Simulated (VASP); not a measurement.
V, 1 atom in the cell. It takes space group I4/mmm (No. 139, tetragonal). Conventional cell: a = 2.911 Å, b = 2.911 Å, c = 3.211 Å, α = 90.00°, β = 90.00°, γ = 90.00°. Within 3.4 Å of V (site symmetry 4/mmm) lie 14 V at 2.61 to 3.21 Å.  This cell differs from its parent crystal: ratio of the length along z to the lengths across it x 0.78, volume and fractional coordinates fixed.

| Property | Result |
| --- | --- |
| Program | VASP 6.6.1 |
| Task | single point |
| Functional | PBE |
| Potentials or basis | VASP PAW PBE potentials, release 64 (V_sv) |
| Cutoff | 520 eV |
| k mesh | 24 × 24 × 24 |
| Occupations | gaussian, width 0.15 eV |
| Spin | no spin polarisation |
| Dipole correction | no |
| Further INCAR settings | ALGO = Fast; EDIFF = 1e-06; NBANDS = 12 |

Potentials or basis: VASP PAW PBE potentials, release 64 (V_sv).

Launch:

```sh
$ cat potpaw_PBE.64/V_sv/POTCAR > POTCAR
$ mpirun -np 1 vasp_std > vasp.out
```

Hardware: 1 thread of Intel Xeon 6975P-C, on a shared host.

Q: Estimate the wall time of this run.

A: Run time: 2 min on 1 thread of Intel Xeon 6975P-C (shared host), peak memory 0.28 GiB. Counts: scf iterations 13, k points 1063.
